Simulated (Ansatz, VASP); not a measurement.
**Mg4BrO3 in VASP and in Ansatz**

The input INCAR:

```
SYSTEM = Mg4BrO3
ALGO = Normal ; EDIFF = 1E-6
ENCUT = 520 ; GGA = PE
ISIF = 2 ; ISMEAR = 0
ISPIN = 2 ; LASPH = .True.
LCHARG = .True. ; LELF = .True.
LORBIT = 11 ; LREAL = .False.
LVHAR = .True. ; LWAVE = .False.
MAGMOM = 0 0 0 0 0 1 1 1 ; NBANDS = 30
NELM = 150 ; PREC = Accurate
SIGMA = 0.1
```

KPOINTS

```
k-points
0
Gamma
  4 4 4
  0 0 0
```

The input POSCAR:

```
Mg4BrO3
1.0
    5.1242723100      0.0000000000      0.0000000000
    0.0000000000      5.1242723100      0.0000000000
    0.0000000000      0.0000000000      5.1242723100
Mg Br O
4 1 3
Direct
    0.7500000000      0.7500000000      0.7500000000
    0.7500000000      0.2500000000      0.2500000000
    0.2500000000      0.7500000000      0.2500000000
    0.2500000000      0.2500000000      0.7500000000
    0.5000000000      0.5000000000      0.5000000000
    0.0000000000      0.0000000000      0.5000000000
    0.0000000000      0.5000000000      0.0000000000
    0.5000000000      0.0000000000      0.0000000000
```

Input for Ansatz:

```yaml
crystal:
  lattice:
    - [5.12427231, 0.0, 0.0]
    - [0.0, 5.12427231, 0.0]
    - [0.0, 0.0, 5.12427231]
  atoms:
    - { symbol: Mg, position: [0.75, 0.75, 0.75] }
    - { symbol: Mg, position: [0.75, 0.25, 0.25] }
    - { symbol: Mg, position: [0.25, 0.75, 0.25] }
    - { symbol: Mg, position: [0.25, 0.25, 0.75] }
    - { symbol: Br, position: [0.5, 0.5, 0.5] }
    - { symbol: O, position: [0.0, 0.0, 0.5], spin: 1.0 }
    - { symbol: O, position: [0.0, 0.5, 0.0], spin: 1.0 }
    - { symbol: O, position: [0.5, 0.0, 0.0], spin: 1.0 }
basis:
  ecutwfc: 420
kpoints:
  mp_grid: { grid: [4, 4, 4] }
hamiltonian:
  xc: pbe
scf:
  occupations: { method: gaussian, width: 0.1 }
  lower_state_search: "off"
output:
  forces: true
  stress: true
  eigenvalues: true
  populations: true
magnetization:
  spin_polarized: true
```

Alike in both runs: task single point; functional PBE; k mesh 4 × 4 × 4; occupations gaussian, width 0.1 eV; collinear spin.

|  | VASP | Ansatz |
| --- | --- | --- |
| version | VASP 6.6.1 | Ansatz 0.2.0 |
| potentials or method | VASP PAW PBE potentials, release 64 (Mg, Br, O), cutoff 520 eV | scalar-relativistic, plane waves, PAW |
| valence electrons in the cell | 33 | 65 |

VASP gave:

```
gap on the k mesh at the Fermi level (eV) : none
pressure (GPa)                            : 1.0
net moment per atom (μB)                  : 0.04
```

Q: What did Ansatz give for the same quantities?

A: gap on the k mesh at the Fermi level (eV): none; pressure (GPa): 1.1; net moment per atom (μB): 0.04.

A gap of «none» marks a metal or a gap that the smearing closes. VASP's potentials hold 33 valence electrons a cell and Ansatz's 65, so a difference there can come from the potentials and not from the codes.
